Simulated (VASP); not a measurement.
# BaTiO3 (Pm-3m) in VASP: a series of runs

The runs below take BaTiO3 through single point, with PBE+U.

Everything below comes from runs of VASP 6.6.1. Logs are shortened: lines on timing, memory, paths and dates and some standing lists are left out, and cuts for length are marked.

## (1) The cell of the first run

It takes space group Pm-3m (No. 221, cubic). The conventional cell has a = 3.962 Å, b = 3.962 Å, c = 3.962 Å, α = 90.00°, β = 90.00°, γ = 90.00°. Within 3.7 Å of Ba (site symmetry m-3m) lie 12 O at 2.80 Å and 8 Ti at 3.43 Å. Ti (site symmetry m-3m) has 6 O at 1.98 Å within 2.6 Å. Within 2.6 Å of O (site symmetry 4/mmm) lie 2 Ti at 1.98 Å.

## (2) Single point, PBE+U

INCAR

```
PREC     = Accurate       # precision mode
ENCUT    = 1340           # plane-wave cutoff, eV
EDIFF    = 1E-6           # SCF threshold, eV
ISMEAR   = 0              # smearing method
SIGMA    = 0.05           # smearing width, eV
LREAL    = F              # projectors in reciprocal space
LASPH    = T              # aspherical terms in the spheres
NELM     = 200            # most SCF steps
ALGO     = Normal         # electronic algorithm
ISIF     = 2              # what is computed and relaxed
LWAVE    = F              # write WAVECAR
LCHARG   = T              # write CHGCAR
LMAXMIX  = 4              # l up to which the mixer works
LDAU     = T              # DFT+U
LDAUTYPE = 2            
LDAUL    = -1 2 -1        # shell
LDAUU    = 0 4 0          # U, eV
LDAUJ    = 0 0 0        
LDAUPRINT= 1            
GGA      = PE             # functional
LELF     = T              # ELF
LVHAR    = T            
NBANDS   = 28             # bands
GGA_COMPAT= F
```

KPOINTS

```
regular mesh
0
Gamma
  8 8 8
```

POSCAR

```
BaTiO3
1.0
    3.9615697246      0.0000000000      0.0000000000
    0.0000000000      3.9615697246      0.0000000000
    0.0000000000      0.0000000000      3.9615697246
Ba Ti O
1 1 3
Direct
    0.5000000000      0.5000000000      0.5000000000
    0.0000000000      0.0000000000      0.0000000000
    0.5000000000      0.0000000000      0.0000000000
    0.0000000000      0.5000000000      0.0000000000
    0.0000000000      0.0000000000      0.5000000000
```

Potentials or basis: VASP PAW PBE potentials, release 64 (Ba_sv, Ti_sv, O_h).

On the command line:

```console
> cat potpaw_PBE.64/Ba_sv/POTCAR potpaw_PBE.64/Ti_sv/POTCAR potpaw_PBE.64/O_h/POTCAR > POTCAR
> mpirun -np 1 vasp_std > vasp.out
```

OUTCAR:

```text
PREC = Accurate
   ENCUT = 1340
   EDIFF = 1E-6
   ISMEAR = 0
   LREAL = F
   LASPH = T
   NELM = 200
   ISIF = 2
   GGA = PE

 ion  position               nearest neighbor table
   1  0.500  0.500  0.500-   3 2.80   4 2.80   5 2.80   3 2.80   4 2.80   3 2.80   5 2.80   3 2.80
                             4 2.80   5 2.80   4 2.80   5 2.80   2 3.43   2 3.43   2 3.43   2 3.43
   2  0.000  0.000  0.000-   3 1.98   4 1.98   5 1.98   5 1.98   4 1.98   3 1.98   1 3.43   1 3.43
                             1 3.43   1 3.43   1 3.43   1 3.43   1 3.43   1 3.43
   3  0.500  0.000  0.000-   2 1.98   2 1.98   1 2.80   1 2.80   1 2.80   1 2.80
   4  0.000  0.500  0.000-   2 1.98   2 1.98   1 2.80   1 2.80   1 2.80   1 2.80
   5  0.000  0.000  0.500-   2 1.98   2 1.98   1 2.80   1 2.80   1 2.80   1 2.80

  LATTYP: Found a simple cubic cell.
 ALAT       =     3.9615697246

  Lattice vectors:

 A1 = (   3.9615697246,   0.0000000000,   0.0000000000)
 A2 = (   0.0000000000,   3.9615697246,   0.0000000000)
 A3 = (   0.0000000000,   0.0000000000,   3.9615697246)

Analysis of symmetry for initial positions (statically):
=====================================================================
 Subroutine PRICEL returns:
 Original cell was already a primitive cell.

 Routine SETGRP: Setting up the symmetry group for a
 simple cubic supercell.

 Subroutine GETGRP returns: Found 48 space group operations
 (whereof 48 operations were pure point group operations)
 out of a pool of 48 trial point group operations.

The static configuration has the point symmetry O_h .

Analysis of symmetry for dynamics (positions and initial velocities):
=====================================================================
 Subroutine PRICEL returns:
 Original cell was already a primitive cell.

 Routine SETGRP: Setting up the symmetry group for a
 simple cubic supercell.

 Subroutine GETGRP returns: Found 48 space group operations
 (whereof 48 operations were pure point group operations)
 out of a pool of 48 trial point group operations.

The dynamic configuration has the point symmetry O_h .

 Subroutine INISYM returns: Found 48 space group operations
 (whereof 48 operations are pure point group operations),
 and found     1 'primitive' translations

----------------------------------------------------------------------------------------

                                     Primitive cell

  volume of cell :      62.1730

  direct lattice vectors                    reciprocal lattice vectors
     3.961569725  0.000000000  0.000000000     0.252425192  0.000000000  0.000000000
     0.000000000  3.961569725  0.000000000     0.000000000  0.252425192  0.000000000
     0.000000000  0.000000000  3.961569725     0.000000000  0.000000000  0.252425192

  length of vectors
     3.961569725  3.961569725  3.961569725     0.252425192  0.252425192  0.252425192

  position of ions in fractional coordinates (direct lattice)
     0.500000000  0.500000000  0.500000000
     0.000000000  0.000000000  0.000000000
     0.500000000  0.000000000  0.000000000
     0.000000000  0.500000000  0.000000000
     0.000000000  0.000000000  0.500000000

  ion indices of the primitive-cell ions
   primitive index   ion index
                 1           1
                 2           2
                 3           3
                 4           4
                 5           5

----------------------------------------------------------------------------------------

 KPOINTS: regular mesh

Automatic generation of k-mesh.
 Grid dimensions read from file:
 generate k-points for:    8    8    8

 Generating k-lattice:

  Cartesian coordinates                     Fractional coordinates (reciprocal lattice)
     0.031553149  0.000000000  0.000000000     0.125000000  0.000000000  0.000000000
     0.000000000  0.031553149  0.000000000     0.000000000  0.125000000  0.000000000
     0.000000000  0.000000000  0.031553149     0.000000000  0.000000000  0.125000000

  Length of vectors
     0.031553149  0.031553149  0.031553149

  Shift w.r.t. Gamma in fractional coordinates (k-lattice)
     0.000000000  0.000000000  0.000000000

 Subroutine IBZKPT returns following result:
 ===========================================

 Found     35 irreducible k-points:

 Following reciprocal coordinates:
            Coordinates               Weight
  0.000000  0.000000  0.000000      1.000000
  0.125000  0.000000  0.000000      6.000000
  0.250000  0.000000  0.000000      6.000000
  0.375000  0.000000  0.000000      6.000000
  0.500000  0.000000  0.000000      3.000000
  0.125000  0.125000  0.000000     12.000000
[... 16 lines left out ...]
  0.375000  0.375000  0.125000     24.000000
  0.500000  0.375000  0.125000     24.000000
 [... further k-points ...]
   k-points           NKPTS =     35   k-points in BZ     NKDIM =     35   number of bands    NBANDS=     28
   number of dos      NEDOS =    301   number of ions     NIONS =      5
   total plane-waves  NPLWV = 110592
   dimension x,y,z NGX =    48 NGY =   48 NGZ =   48
   dimension x,y,z NGXF=    96 NGYF=   96 NGZF=   96
   ions per type =               1   1   3
   NGX,Y,Z   is equivalent  to a cutoff of  20.14, 20.14, 20.14 a.u.
   NGXF,Y,Z  is equivalent  to a cutoff of  40.29, 40.29, 40.29 a.u.
 SYSTEM =  unknown system
   PREC   = accura    normal or accurate (medium, high low for compatibility)
   ISTART =      0    job   : 0-new  1-cont  2-samecut
   ICHARG =      2    charge: 1-file 2-atom 10-const
   ISPIN  =      1    spin polarized calculation?
   LNONCOLLINEAR =      F non collinear calculations
   LSORBIT =      F    spin-orbit coupling
   LASPH  =      T    aspherical Exc in radial PAW
   ENCUT  = 1340.0 eV  98.49 Ry    9.92 a.u.  11.82 11.82 11.82*2*pi/ulx,y,z
   NELM   =    200;   NELMIN=  2; NELMDL= -5     # of ELM steps
   EDIFF  = 0.1E-05   stopping-criterion for ELM
   LREAL  =      F    real-space projection
   EDIFFG = 0.1E-04   stopping-criterion for IOM
   NSW    =      0    number of steps for IOM
   IBRION =     -1    ionic relax: 0-MD 1-quasi-New 2-CG
   NFREE  =      0    steps in history (QN), initial steepest desc. (CG)
   ISIF   =      2    stress and relaxation
   ISYM   =      2    0-nonsym 1-usesym 2-fastsym
   POTIM  = 0.5000    time-step for ionic-motion
   TEBEG  =    0.0;   TEEND  =   0.0 temperature during run
   PSTRESS=    0.0 pullay stress
   NELECT =      40.0000    total number of electrons
   NUPDOWN=      -1.0000    fix difference up-down
   EMIN   =  10.00;   EMAX   =-10.00  energy-range for DOS
   EFERMI =   0.00;   METHOD = LEGACY
   ISMEAR =     0;   SIGMA  =   0.05  broadening in eV -4-tet -1-fermi 0-gaus
   EFERMI_NEDOS =   21; number of points for ismear=-14 and -15
   IALGO  =     38    algorithm
   IMIX   =      4    mixing-type and parameters
     AMIX     =   0.40;   BMIX     =  1.00
     AMIX_MAG =   1.60;   BMIX_MAG =  1.00
  volume/ion in A,a.u.               =      12.43        83.91
  Fermi-wavevector in a.u.,A,eV,Ry     =   1.413278  2.670708 27.175651  1.997354
  Thomas-Fermi vector in A             =   2.534940
   LORBIT       =      0    0 simple, 1 ext, 2 COOP (PROOUT), +10 PAW based schemes
 LDA+U is selected, type is set to LDAUTYPE =  2
   angular momentum for each species LDAUL =    -1    2   -1
   U (eV)           for each species LDAUU =   0.0  4.0  0.0
   J (eV)           for each species LDAUJ =   0.0  0.0  0.0
   GGA     = PE    functional components
   LHFCALC =     F    Hartree Fock is set to
   AEXX    =    0.0000 exact exchange contribution
   IVDW    =     0    specifies the selected vdW correction
   LEPSILON=     F    determine dielectric tensor
   LRPA    =     F    only Hartree local field effects (RPA)
 non-spin polarized calculation
 Gauss-broadening in eV      SIGMA  =   0.05
  energy-cutoff  :     1340.00
  volume of cell :       62.17
 maximum number of plane-waves:      6968
 NGX is ok and might be reduce to    48
   NGX = 23   NGY = 23   NGZ = 23

atom =   2  type =  2  l = 2

 onsite density matrix

spin component  1

  0.1052 -0.0000  0.0000 -0.0000 -0.0000
 -0.0000  0.1052 -0.0000 -0.0000  0.0000
  0.0000 -0.0000  0.2442  0.0000 -0.0000
 -0.0000 -0.0000  0.0000  0.1052  0.0000
 -0.0000  0.0000 -0.0000  0.0000  0.2442

spin component  2

  0.1052 -0.0000  0.0000 -0.0000 -0.0000
 -0.0000  0.1052 -0.0000 -0.0000  0.0000
  0.0000 -0.0000  0.2442  0.0000 -0.0000
 -0.0000 -0.0000  0.0000  0.1052  0.0000
 -0.0000  0.0000 -0.0000  0.0000  0.2442

 occupancies and eigenvectors

  o =  0.1052  v =  0.0000 -0.2864 -0.0000  0.9581 -0.0000  0.0000  0.0000  0.0000  0.0000  0.0000      0.0000  0.0000  0.0000  0.0000  0.0000  0.0000  0.0000  0.0000  0.0000  0.0000
  o =  0.1052  v =  0.0000  0.0000  0.0000  0.0000  0.0000  0.0000 -0.2864 -0.0000  0.9581 -0.0000      0.0000  0.0000  0.0000  0.0000  0.0000  0.0000  0.0000  0.0000  0.0000  0.0000
  o =  0.1052  v =  0.0000 -0.9581 -0.0000 -0.2864 -0.0000  0.0000  0.0000  0.0000  0.0000  0.0000      0.0000  0.0000  0.0000  0.0000  0.0000  0.0000  0.0000  0.0000  0.0000  0.0000
  o =  0.1052  v =  0.0000  0.0000  0.0000  0.0000  0.0000  0.0000 -0.9581 -0.0000 -0.2864 -0.0000      0.0000  0.0000  0.0000  0.0000  0.0000  0.0000  0.0000  0.0000  0.0000  0.0000
  o =  0.1052  v =  0.0000  0.0000  0.0000  0.0000  0.0000  1.0000  0.0000  0.0000  0.0000  0.0000      0.0000  0.0000  0.0000  0.0000  0.0000  0.0000  0.0000  0.0000  0.0000  0.0000
  o =  0.1052  v =  1.0000  0.0000  0.0000  0.0000  0.0000  0.0000  0.0000  0.0000  0.0000  0.0000      0.0000  0.0000  0.0000  0.0000  0.0000  0.0000  0.0000  0.0000  0.0000  0.0000
  o =  0.2442  v =  0.0000  0.0000  0.0000  0.0000  0.0000  0.0000  0.0000 -0.0066 -0.0000 -1.0000      0.0000  0.0000  0.0000  0.0000  0.0000  0.0000  0.0000  0.0000  0.0000  0.0000
  o =  0.2442  v =  0.0000  0.0000 -0.0066 -0.0000 -1.0000  0.0000  0.0000  0.0000  0.0000  0.0000      0.0000  0.0000  0.0000  0.0000  0.0000  0.0000  0.0000  0.0000  0.0000  0.0000
  o =  0.2442  v =  0.0000  0.0000 -1.0000  0.0000  0.0066  0.0000  0.0000  0.0000  0.0000  0.0000      0.0000  0.0000  0.0000  0.0000  0.0000  0.0000  0.0000  0.0000  0.0000  0.0000
  o =  0.2442  v =  0.0000  0.0000  0.0000  0.0000  0.0000  0.0000  0.0000 -1.0000  0.0000  0.0066      0.0000  0.0000  0.0000  0.0000  0.0000  0.0000  0.0000  0.0000  0.0000  0.0000

 number of electron      40.0000004 magnetization

 Free energy of the ion-electron system (eV)
  ---------------------------------------------------
  ext. energy  EPLUGINS =         0.00000000
  ---------------------------------------------------
  free energy    TOTEN  =       -37.19654570 eV

  energy without entropy =      -37.19654570  energy(sigma->0) =      -37.19654570

 E-fermi :   4.9551     XC(G=0): -11.4339

 val. band max:        4.5809107314   @ k =   0.5000   0.5000   0.5000
 cond. band min:       6.8740401911   @ k =   0.0000   0.0000   0.0000
 fundamental gap:      2.2931294597
 Fermi energy:         4.9551269249

 k-point     1 :       0.0000    0.0000    0.0000
  band No.  band energies     occupation
      1     -52.9962      2.00000
      2     -29.1743      2.00000
      3     -29.1743      2.00000
      4     -29.1743      2.00000
      5     -20.1658      2.00000
      6     -12.4385      2.00000
[... 20 lines left out ...]
     27       9.6418      0.00000
     28      12.2428      0.00000

 k-point     2 :       0.1250    0.0000    0.0000
  band No.  band energies     occupation
      1     -52.9960      2.00000
      2     -29.1820      2.00000
      3     -29.1740      2.00000
      4     -29.1740      2.00000
      5     -20.1456      2.00000
      6     -12.4509      2.00000
[... 674 lines left out ...]
 k-point    24 :       0.5000    0.3750    0.1250
  band No.  band energies     occupation
      1     -52.9940      2.00000
      2     -29.2233      2.00000
      3     -29.2154      2.00000
      4     -29.1779      2.00000
      5     -19.9350      2.00000
      6     -12.1179      2.00000
[... 20 lines left out ...]
     27      12.9462      0.00000
     28      13.7820      0.00000

 [... further k-points ...]

------------------------ aborting loop because EDIFF is reached ----------------------------------------

  FORCE on cell =-STRESS in cart. coord.  units (eV):
  Direction    XX          YY          ZZ          XY          YZ          ZX
  --------------------------------------------------------------------------------------
  -------------------------------------------------------------------------------------
  Total        5.0715150      5.0715150      5.0715150      0.0000000     -0.0000000      0.0000000
  in kB      130.6912109    130.6912109    130.6912109      0.0000000     -0.0000000      0.0000000
  external PRESSURE =     130.6912109 kB  Pullay stress =       0.0000000 kB

 VOLUME and BASIS-vectors are now :
 -----------------------------------------------------------------------------
  energy-cutoff  :     1340.00
  volume of cell :       62.17
      direct lattice vectors                 reciprocal lattice vectors
     3.961569725  0.000000000  0.000000000     0.252425192  0.000000000  0.000000000
     0.000000000  3.961569725  0.000000000     0.000000000  0.252425192  0.000000000
     0.000000000  0.000000000  3.961569725     0.000000000  0.000000000  0.252425192

 POSITION                                       TOTAL-FORCE (eV/Angst)
 -----------------------------------------------------------------------------------
      1.98078      1.98078      1.98078         0.000000      0.000000      0.000000
      0.00000      0.00000      0.00000         0.000000      0.000000      0.000000
      1.98078      0.00000      0.00000         0.000000      0.000000      0.000000
      0.00000      1.98078      0.00000         0.000000      0.000000      0.000000
      0.00000      0.00000      1.98078         0.000000      0.000000      0.000000
 -----------------------------------------------------------------------------------
    total drift:                                0.000000      0.000000      0.000000

  FREE ENERGIE OF THE ION-ELECTRON SYSTEM (eV)
  ---------------------------------------------------
  free  energy   TOTEN  =       -37.1965457020 eV

  energy  without entropy=      -37.1965457020  energy(sigma->0) =      -37.19654570
```

Run time: 5.5 min. Hardware: 1 thread of AMD EPYC 7R43 (Zen 3), shared host; peak memory 0.44 GiB.

Results:

```yaml
Free_energy: -37.1965 eV
Pressure: 13.1 GPa
Band_gap_on_the_k_mesh: 2.29 eV (least direct gap 2.45 eV)
```

Eigenvalues of the final occupation matrices:
| site | spin | trace | eigenvalues |
| --- | --- | --- | --- |
| site 2 d | 1 | 0.80 | 0.11 0.11 0.11 0.24 0.24 |
| site 2 d | 2 | 0.80 | 0.11 0.11 0.11 0.24 0.24 |

Caveat: the cell stands under pressure; spin-orbit coupling is left out, which moves the levels of the heavy elements. A k mesh can miss the band edges.

## (3) Single point, PBE+U

This run uses another cell than the first one, of 12.12 Å³/atom.

INCAR

```
SYSTEM = BaTiO3
  PREC = Accurate
  ENCUT = 1340
  EDIFF = 1E-6
  ISMEAR = 0
  SIGMA = 0.05
  LREAL = .FALSE.
  LASPH = .TRUE.
  NELM = 200
  ALGO = Normal
  ISIF = 2
  LWAVE = .FALSE.
  LCHARG = .FALSE.
  LMAXMIX = 4
  LDAU = .TRUE.
  LDAUTYPE = 2
  LDAUL = -1 2 -1
  LDAUU = 0 4 0
  LDAUJ = 0 0 0
  LDAUPRINT = 1
  GGA = PE
  NBANDS = 28
  GGA_COMPAT = .FALSE.
```

KPOINTS

```
regular mesh
0
G
  8 8 8
  0 0 0
```

POSCAR: that of step 2 with these lines changed.

```diff
@@ -2,5 +2,5 @@
 1.0
-    3.9615697246      0.0000000000      0.0000000000
-    0.0000000000      3.9615697246      0.0000000000
-    0.0000000000      0.0000000000      3.9615697246
+    3.9281302568      0.0000000000      0.0000000000
+    0.0000000000      3.9281302568      0.0000000000
+    0.0000000000      0.0000000000      3.9281302568
 Ba Ti O
```

Potentials or basis: VASP PAW PBE potentials, release 64 (Ba_sv, Ti_sv, O_h).

On the command line:

```console
> cat potpaw_PBE.64/Ba_sv/POTCAR potpaw_PBE.64/Ti_sv/POTCAR potpaw_PBE.64/O_h/POTCAR > POTCAR
> mpirun -np 1 vasp_std > vasp.out
```

OUTCAR:

```text
SYSTEM = BaTiO3
   PREC = Accurate
   ENCUT = 1340
   EDIFF = 1E-6
   ISMEAR = 0
   LREAL = .FALSE.
   LASPH = .TRUE.
   NELM = 200
   ISIF = 2
   GGA = PE

 ion  position               nearest neighbor table
   1  0.500  0.500  0.500-   3 2.78   4 2.78   5 2.78   3 2.78   4 2.78   3 2.78   5 2.78   3 2.78
                             4 2.78   5 2.78   4 2.78   5 2.78   2 3.40   2 3.40   2 3.40   2 3.40
   2  0.000  0.000  0.000-   3 1.96   4 1.96   5 1.96   5 1.96   4 1.96   3 1.96   1 3.40   1 3.40
                             1 3.40   1 3.40   1 3.40   1 3.40   1 3.40   1 3.40
[... 989 lines left out ...]
  -------------------------------------------------------------------------------------
  Total        7.1604582      7.1604582      7.1604582      0.0000000     -0.0000000      0.0000000
  in kB      189.2752190    189.2752190    189.2752190      0.0000000     -0.0000000      0.0000000
  external PRESSURE =     189.2752190 kB  Pullay stress =       0.0000000 kB

 VOLUME and BASIS-vectors are now :
 -----------------------------------------------------------------------------
  energy-cutoff  :     1340.00
  volume of cell :       60.61
      direct lattice vectors                 reciprocal lattice vectors
     3.928130257  0.000000000  0.000000000     0.254574043  0.000000000  0.000000000
     0.000000000  3.928130257  0.000000000     0.000000000  0.254574043  0.000000000
     0.000000000  0.000000000  3.928130257     0.000000000  0.000000000  0.254574043

 POSITION                                       TOTAL-FORCE (eV/Angst)
 -----------------------------------------------------------------------------------
      1.96407      1.96407      1.96407         0.000000      0.000000      0.000000
      0.00000      0.00000      0.00000         0.000000      0.000000      0.000000
      1.96407      0.00000      0.00000         0.000000      0.000000      0.000000
      0.00000      1.96407      0.00000         0.000000      0.000000      0.000000
      0.00000      0.00000      1.96407         0.000000      0.000000      0.000000
 -----------------------------------------------------------------------------------
    total drift:                                0.000000      0.000000      0.000000

  FREE ENERGIE OF THE ION-ELECTRON SYSTEM (eV)
  ---------------------------------------------------
  free  energy   TOTEN  =       -37.0385378538 eV

  energy  without entropy=      -37.0385378538  energy(sigma->0) =      -37.03853785
```

Wall time 2.4 min (1 thread of Intel Xeon 6975P-C (Granite Rapids), shared host); peak memory 0.49 GiB.

Results:

```yaml
Free_energy: -37.0385 eV
Pressure: 18.9 GPa
Band_gap_on_the_k_mesh: 2.35 eV (least direct gap 2.48 eV)
```

Levels at points of the mesh, in eV from the valence-band top:
```csv
k point,band 17,band 18,band 19,band 20,band 21,band 22,band 23,band 24
"(0.00, 0.00, 0.00)",-1.20,-0.13,-0.13,-0.13,2.35,2.35,2.35,4.32
"(0.50, 0.00, 0.00)",-1.80,-1.80,-0.78,-0.78,2.57,4.23,4.23,4.34
"(0.50, 0.50, 0.00)",-1.85,-0.85,-0.85,-0.10,4.25,4.25,4.70,5.22
"(0.50, 0.50, 0.50)",-2.27,0.00,0.00,0.00,4.99,4.99,4.99,6.92
```

Eigenvalues of the final occupation matrices:
| site | spin | trace | eigenvalues |
| --- | --- | --- | --- |
| site 2 d | 1 | 0.82 | 0.11 0.11 0.11 0.25 0.25 |
| site 2 d | 2 | 0.82 | 0.11 0.11 0.11 0.25 0.25 |

Caveat: the cell stands under pressure; spin-orbit coupling is left out, which moves the levels of the heavy elements.
